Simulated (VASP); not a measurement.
Wanted: the native input for a VASP 6.6.1 run.

```
Task                   : single point
Functional             : PBEsol
Potentials or basis    : VASP PAW PBE potentials, release 64 (Al, N)
Cutoff                 : 520 eV
k mesh                 : 4 × 4 × 4
Occupations            : fermi-dirac, width 0.02 eV
Spin                   : no spin polarisation
Dipole correction      : no
Further INCAR settings : ALGO = Normal; EDIFF = 1e-07; NBANDS = 11
```

The structure of AlN lies in POSCAR:

```
AlN
1.0
    2.5854596279      0.0000000000      0.0000000000
    0.0000000000      2.5854596279      0.0000000000
    0.0000000000      0.0000000000      2.5854596279
Al N
1 1
Direct
    0.0000000000      0.0000000000      0.0000000000
    0.5000000000      0.5000000000      0.5000000000
```

These files were run (other wordings do the same):

INCAR

```
SYSTEM = AlN
PREC = Accurate
ENCUT = 520
EDIFF = 1E-7
ISMEAR = -1
SIGMA = 0.02
LREAL = .False.
LASPH = .True.
NELM = 100
ALGO = Normal
ISIF = 2
LWAVE = .False.
LCHARG = .False.
GGA = PS
NBANDS = 11
```

KPOINTS

```
regular mesh
0
Gamma
  4 4 4
  0 0 0
```

Potentials or basis: VASP PAW PBE potentials, release 64 (Al, N).

Launch:

```bash
$ cat potpaw_PBE.64/Al/POTCAR potpaw_PBE.64/N/POTCAR > POTCAR
$ mpirun -np 1 vasp_std > vasp.out
```

It gave:

| Quantity | Value |
| --- | --- |
| Pressure | 2.8 GPa |
| Band gap on the k mesh | zero (band 4 reaches 10.81 eV, above the bottom of band 5 at 10.75 eV) |

Caveat: the k points lie up to 0.61 Å⁻¹ apart; the PAW data sets were made with another functional, which shifts forces and pressure a little.

Wall time 2.4 s on 1 thread of AMD EPYC 9R45 96-Core Processor (Zen 5) (shared host), peak memory 0.09 GiB.
